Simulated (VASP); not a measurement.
# Cu (I4/mmm) in VASP: a series of runs

Aim: see how the results for Cu move with the level of theory and the settings. Levels: LDA, PBEsol. Tasks: single point.

Program: VASP 6.6.1. These are calculated values, not measurements. Logs are shortened: lines on timing, memory, paths and dates and some standing lists are left out, and cuts for length are marked.

### 1 The cell of the first run

The structure is tetragonal, space group I4/mmm (No. 139). The conventional cell has a = 2.844 Å, b = 2.844 Å, c = 2.704 Å, α = 90.00°, β = 90.00°, γ = 90.00°. Cu (site symmetry 4/mmm) has 14 Cu at 2.42 to 2.84 Å within 3.2 Å.

### 2 Single point, LDA

The input, INCAR:

```
SYSTEM = Cu
ALGO     = Normal         ! electronic algorithm
EDIFF    = 1E-6           ! SCF threshold, eV
ENCUT    = 520            ! plane-wave cutoff, eV
GGA      = CA             ! functional
ISIF     = 2              ! what is computed and relaxed
ISMEAR   = -1             ! smearing method
LASPH    = .True.         ! aspherical terms in the spheres
LCHARG   = .True.         ! write CHGCAR
LELF     = .True.         ! ELF
LREAL    = .False.        ! projectors in reciprocal space
LVHAR    = .True.       
LWAVE    = .False.        ! write WAVECAR
NBANDS   = 12             ! bands
NELM     = 100            ! most SCF steps
PREC     = Accurate       ! precision mode
SIGMA    = 0.1            ! smearing width, eV
```

The input, KPOINTS:

```
k-points
0
Gamma
  15 15 15
  0 0 0
```

The input, POSCAR:

```
Cu
1.0
   -1.4220171711      1.4220171711      1.3517874442
    1.4220171711     -1.4220171711      1.3517874442
    1.4220171711      1.4220171711     -1.3517874442
Cu
1
Direct
    0.0000000000      0.0000000000      0.0000000000
```

Potentials or basis: VASP PAW LDA potentials, release 64 (Cu).

Launch:

```bash
$ cat potpaw_LDA.64/Cu/POTCAR > POTCAR
$ mpirun -np 1 vasp_std > vasp.out
```

OUTCAR:

```text
SYSTEM = Cu
   EDIFF = 1E-6
   ENCUT = 520
   GGA = CA
   ISIF = 2
   ISMEAR = -1
   LASPH = .True.
   LREAL = .False.
   NELM = 100
   PREC = Accurate

 ion  position               nearest neighbor table
   1  0.000  0.000  0.000-

  LATTYP: Found a body centered tetragonal cell.
 ALAT       =     2.8440343422
 C/A-ratio  =     0.9506126028

  Lattice vectors:

 A1 = (  -1.4220171711,   1.4220171711,   1.3517874442)
 A2 = (   1.4220171711,  -1.4220171711,   1.3517874442)
 A3 = (   1.4220171711,   1.4220171711,  -1.3517874442)

Analysis of symmetry for initial positions (statically):
=====================================================================
 Subroutine PRICEL returns:
 Original cell was already a primitive cell.

 Routine SETGRP: Setting up the symmetry group for a
 body centered tetragonal supercell.

 Subroutine GETGRP returns: Found 16 space group operations
 (whereof 16 operations were pure point group operations)
 out of a pool of 16 trial point group operations.

The static configuration has the point symmetry D_4h.

Analysis of symmetry for dynamics (positions and initial velocities):
=====================================================================
 Subroutine PRICEL returns:
 Original cell was already a primitive cell.

 Routine SETGRP: Setting up the symmetry group for a
 body centered tetragonal supercell.

 Subroutine GETGRP returns: Found 16 space group operations
 (whereof 16 operations were pure point group operations)
 out of a pool of 16 trial point group operations.

The dynamic configuration has the point symmetry D_4h.

 Subroutine INISYM returns: Found 16 space group operations
 (whereof 16 operations are pure point group operations),
 and found     1 'primitive' translations

----------------------------------------------------------------------------------------

                                     Primitive cell

  volume of cell :      10.9340

  direct lattice vectors                    reciprocal lattice vectors
    -1.422017171  1.422017171  1.351787444     0.000000000  0.351613194  0.369880636
     1.422017171 -1.422017171  1.351787444     0.351613194  0.000000000  0.369880636
     1.422017171  1.422017171 -1.351787444     0.351613194  0.351613194  0.000000000

  length of vectors
     2.423137422  2.423137422  2.423137422     0.510336677  0.510336677  0.497256148

  position of ions in fractional coordinates (direct lattice)
     0.000000000  0.000000000  0.000000000

  ion indices of the primitive-cell ions
   primitive index   ion index
                 1           1

----------------------------------------------------------------------------------------

 KPOINTS: k-points

Automatic generation of k-mesh.
 Grid dimensions read from file:
 generate k-points for:   15   15   15

 Generating k-lattice:

  Cartesian coordinates                     Fractional coordinates (reciprocal lattice)
     0.000000000  0.023440880  0.024658709     0.066666667 -0.000000000  0.000000000
     0.023440880  0.000000000  0.024658709    -0.000000000  0.066666667  0.000000000
     0.023440880  0.023440880  0.000000000     0.000000000  0.000000000  0.066666667

  Length of vectors
     0.034022445  0.034022445  0.033150410

  Shift w.r.t. Gamma in fractional coordinates (k-lattice)
     0.000000000  0.000000000  0.000000000

 Subroutine IBZKPT returns following result:
 ===========================================

 Found    288 irreducible k-points:

 Following reciprocal coordinates:
            Coordinates               Weight
  0.000000  0.000000  0.000000      1.000000
  0.066667  0.000000 -0.000000      8.000000
  0.133333  0.000000 -0.000000      8.000000
  0.200000  0.000000 -0.000000      8.000000
  0.266667  0.000000 -0.000000      8.000000
  0.333333  0.000000 -0.000000      8.000000
[... 16 lines left out ...]
  0.133333  0.133333 -0.000000      8.000000
  0.200000  0.133333 -0.000000     16.000000
 [... further k-points ...]
   k-points           NKPTS =    288   k-points in BZ     NKDIM =    288   number of bands    NBANDS=     12
   number of dos      NEDOS =    301   number of ions     NIONS =      1
   total plane-waves  NPLWV =   5832
   dimension x,y,z NGX =    18 NGY =   18 NGZ =   18
   dimension x,y,z NGXF=    36 NGYF=   36 NGZF=   36
   ions per type =               1
   NGX,Y,Z   is equivalent  to a cutoff of  12.35, 12.35, 12.35 a.u.
   NGXF,Y,Z  is equivalent  to a cutoff of  24.70, 24.70, 24.70 a.u.
 SYSTEM =  Cu
   PREC   = accura    normal or accurate (medium, high low for compatibility)
   ISTART =      0    job   : 0-new  1-cont  2-samecut
   ICHARG =      2    charge: 1-file 2-atom 10-const
   ISPIN  =      1    spin polarized calculation?
   LNONCOLLINEAR =      F non collinear calculations
   LSORBIT =      F    spin-orbit coupling
   LASPH  =      T    aspherical Exc in radial PAW
   ENCUT  =  520.0 eV  38.22 Ry    6.18 a.u.   4.51  4.51  4.51*2*pi/ulx,y,z
   NELM   =    100;   NELMIN=  2; NELMDL= -5     # of ELM steps
   EDIFF  = 0.1E-05   stopping-criterion for ELM
   LREAL  =      F    real-space projection
   EDIFFG = 0.1E-04   stopping-criterion for IOM
   NSW    =      0    number of steps for IOM
   IBRION =     -1    ionic relax: 0-MD 1-quasi-New 2-CG
   NFREE  =      0    steps in history (QN), initial steepest desc. (CG)
   ISIF   =      2    stress and relaxation
   ISYM   =      2    0-nonsym 1-usesym 2-fastsym
   POTIM  = 0.5000    time-step for ionic-motion
   TEBEG  =    0.0;   TEEND  =   0.0 temperature during run
   PSTRESS=    0.0 pullay stress
   NELECT =      11.0000    total number of electrons
   NUPDOWN=      -1.0000    fix difference up-down
   EMIN   =  10.00;   EMAX   =-10.00  energy-range for DOS
   EFERMI =   0.00;   METHOD = LEGACY
   ISMEAR =    -1;   SIGMA  =   0.10  broadening in eV -4-tet -1-fermi 0-gaus
   EFERMI_NEDOS =   21; number of points for ismear=-14 and -15
   IALGO  =     38    algorithm
   IMIX   =      4    mixing-type and parameters
     AMIX     =   0.40;   BMIX     =  1.00
     AMIX_MAG =   1.60;   BMIX_MAG =  1.00
  volume/ion in A,a.u.               =      10.93        73.79
  Fermi-wavevector in a.u.,A,eV,Ry     =   1.640387  3.099882 36.611510  2.690870
  Thomas-Fermi vector in A             =   2.731034
   LORBIT       =      0    0 simple, 1 ext, 2 COOP (PROOUT), +10 PAW based schemes
   GGA     = CA    functional components
   LHFCALC =     F    Hartree Fock is set to
   AEXX    =    0.0000 exact exchange contribution
   IVDW    =     0    specifies the selected vdW correction
   LEPSILON=     F    determine dielectric tensor
   LRPA    =     F    only Hartree local field effects (RPA)
 non-spin polarized calculation
  energy-cutoff  :      520.00
  volume of cell :       10.93
 maximum number of plane-waves:       313
 NGX is ok and might be reduce to    18
   NGX =  9   NGY =  9   NGZ =  9

 number of electron      11.0000007 magnetization

 Free energy of the ion-electron system (eV)
  ---------------------------------------------------
  ext. energy  EPLUGINS =         0.00000000
  ---------------------------------------------------
  free energy    TOTEN  =        -4.67649821 eV

  energy without entropy =       -4.66798533  energy(sigma->0) =       -4.67224177

 E-fermi :   8.2991     XC(G=0): -13.5603

 val. band max:        8.2793095313   @ k =  -0.3333   0.4000   0.2000
 cond. band min:       8.3132664588   @ k =   0.4667   0.0667   0.0000
 fundamental gap:      0.0339569275
 Fermi energy:         8.2991183553

 k-point     1 :       0.0000    0.0000    0.0000
  band No.  band energies     occupation
      1      -1.5992      2.00000
      2       4.7992      2.00000
      3       5.0276      2.00000
      4       5.0276      2.00000
      5       5.9630      2.00000
      6       6.2055      2.00000
      7      33.6941      0.00000
      8      33.6941      0.00000
      9      35.0648      0.00000
     10      38.0588      0.00000
     11      38.1566      0.00000
     12      38.1566      0.00000

 k-point     2 :       0.0667    0.0000   -0.0000
  band No.  band energies     occupation
      1      -1.4148      2.00000
      2       4.8089      2.00000
      3       5.0221      2.00000
      4       5.0537      2.00000
      5       5.9639      2.00000
      6       6.1772      2.00000
      7      32.6130      0.00000
      8      33.2622      0.00000
      9      33.8114      0.00000
     10      36.1331      0.00000
     11      36.6723      0.00000
     12      37.2842      0.00000

 k-point     3 :       0.1333    0.0000   -0.0000
  band No.  band energies     occupation
      1      -0.8719      2.00000
      2       4.7468      2.00000
      3       4.9941      2.00000
      4       5.2227      2.00000
      5       5.9650      2.00000
      6       6.1232      2.00000
      7      29.3966      0.00000
      8      31.9724      0.00000
      9      32.3378      0.00000
     10      33.9227      0.00000
     11      35.4870      0.00000
     12      37.3997      0.00000
[... 286 lines left out ...]
 k-point    23 :       0.1333    0.1333   -0.0000
  band No.  band energies     occupation
      1       0.5190      2.00000
      2       4.5965      2.00000
      3       4.7486      2.00000
      4       5.7996      2.00000
      5       5.9256      2.00000
      6       6.1763      2.00000
      7      25.5501      0.00000
      8      26.2817      0.00000
      9      29.5661      0.00000
     10      33.8839      0.00000
     11      36.2291      0.00000
     12      37.6711      0.00000

 k-point    24 :       0.2000    0.1333   -0.0000
  band No.  band energies     occupation
      1       1.5609      2.00000
      2       4.4641      2.00000
      3       4.6475      2.00000
      4       5.8945      2.00000
      5       6.2386      2.00000
      6       6.3369      2.00000
      7      22.2741      0.00000
      8      24.4992      0.00000
      9      28.1841      0.00000
     10      33.4662      0.00000
     11      36.5379      0.00000
     12      38.3415      0.00000

 [... further k-points ...]
[... 5 lines left out ...]
  --------------------------------------------------------------------------------------
  -------------------------------------------------------------------------------------
  Total        0.0595098      0.0595098      0.0560510      0.0000000      0.0000000     -0.0000000
  in kB        8.7200879      8.7200879      8.2132685      0.0000000      0.0000000     -0.0000000
  external PRESSURE =       8.5511481 kB  Pullay stress =       0.0000000 kB

 VOLUME and BASIS-vectors are now :
 -----------------------------------------------------------------------------
  energy-cutoff  :      520.00
  volume of cell :       10.93
      direct lattice vectors                 reciprocal lattice vectors
    -1.422017171  1.422017171  1.351787444     0.000000000  0.351613194  0.369880636
     1.422017171 -1.422017171  1.351787444     0.351613194  0.000000000  0.369880636
     1.422017171  1.422017171 -1.351787444     0.351613194  0.351613194  0.000000000

 POSITION                                       TOTAL-FORCE (eV/Angst)
 -----------------------------------------------------------------------------------
      0.00000      0.00000      0.00000        -0.000000      0.000000     -0.000000
 -----------------------------------------------------------------------------------
    total drift:                                0.000000     -0.000000      0.000000

  FREE ENERGIE OF THE ION-ELECTRON SYSTEM (eV)
  ---------------------------------------------------
  free  energy   TOTEN  =        -4.6764982106 eV

  energy  without entropy=       -4.6679853252  energy(sigma->0) =       -4.67224177
```

Wall time 17 s (1 thread of AMD EPYC 9R45 (Zen 5), shared host); peak memory 0.11 GiB.

Results:

```
Free energy : -4.6765 eV
Pressure    : 0.9 GPa
```

Levels at points of the mesh, in eV from the Fermi level:
```tsv
k point	band 3	band 4	band 5	band 6	band 7	band 8	band 9	band 10
(0.00, 0.00, 0.00)	-3.27	-3.27	-2.34	-2.09	25.39	25.39	26.77	29.76
```

### 3 Single point, PBEsol

This run uses another cell than the first one, of 11.36 Å³/atom, 1.039 times its volume.

The input, INCAR:

```
SYSTEM = Cu
PREC     = Accurate       ! precision mode
ENCUT    = 520            ! plane-wave cutoff, eV
EDIFF    = 1E-6           ! SCF threshold, eV
ISMEAR   = -1             ! smearing method
SIGMA    = 0.1            ! smearing width, eV
LREAL    = .False.        ! projectors in reciprocal space
LASPH    = .True.         ! aspherical terms in the spheres
NELM     = 80             ! most SCF steps
ALGO     = Normal         ! electronic algorithm
ISIF     = 2              ! what is computed and relaxed
LWAVE    = .False.        ! write WAVECAR
LCHARG   = .True.         ! write CHGCAR
GGA      = PS             ! functional
LELF     = .True.         ! ELF
LVHAR    = .True.       
NBANDS   = 12             ! bands
```

The input, KPOINTS:

```
regular mesh
0
Gamma
  15 15 15
  0 0 0
```

The input, POSCAR:

```
Cu
1.0
   -1.4414441889      1.4414441889      1.3672261956
    1.4414441889     -1.4414441889      1.3672261956
    1.4414441889      1.4414441889     -1.3672261956
Cu
1
Direct
    0.0000000000      0.0000000000      0.0000000000
```

Potentials or basis: VASP PAW PBE potentials, release 64 (Cu).

Launch:

```bash
$ cat potpaw_PBE.64/Cu/POTCAR > POTCAR
$ mpirun -np 1 vasp_std > vasp.out
```

It took 17 s on 1 thread of AMD EPYC 9R45 (Zen 5), shared host; peak memory 0.12 GiB.

The run converged. Its results:

- Free energy: -4.2790 eV
- Pressure: 0.8 GPa

Levels at points of the mesh, in eV from the Fermi level:
| k point | band 3 | band 4 | band 5 | band 6 | band 7 | band 8 | band 9 | band 10 |
| --- | --- | --- | --- | --- | --- | --- | --- | --- |
| (0.00, 0.00, 0.00) | -3.09 | -3.09 | -2.22 | -1.99 | 24.92 | 24.92 | 26.33 | 29.05 |

Caveat: the PAW data sets were made with another functional, which shifts forces and pressure a little.
